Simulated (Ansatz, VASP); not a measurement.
## Two plane-wave programs on C

```
C
1.0
     1.28459    0.00000    0.00000
    -0.46006    3.36650    0.00000
    -0.18355   -1.24868    3.19483
C
1
Direct
  0.50000 0.50000 0.00000
```

Alike in both runs: task relaxation of cell and atoms; functional PBE; k mesh 12 × 6 × 6; occupations gaussian, width 0.1 eV; no spin polarisation.

```csv
,VASP,Ansatz
version,VASP 6.6.1,Ansatz 0.2.0
potentials or method,"VASP PAW PBE potentials, release 64 (C_h), cutoff 910 eV","scalar-relativistic, plane waves, PAW"
valence electrons in the cell,4,4
```

Ansatz gave:

```
gap on the k mesh at the Fermi level, each at its own relaxed structure (eV) : none
relaxed volume (Å³/atom)                                                     : 12.32
relaxed cell length with the largest relative difference (Å)                 : 3.326
```

Question: Which values does VASP return?

Answer: gap on the k mesh at the Fermi level, each at its own relaxed structure (eV): none; relaxed volume (Å³/atom): 12.62; relaxed cell length with the largest relative difference (Å): 3.249.

A gap of «none» marks a metal or a gap that the smearing closes.

The k mesh is coarse, so the values compare programs but aren't converged. Noted on VASP's run: the cutoff is short for stress, so the pressure is rough.
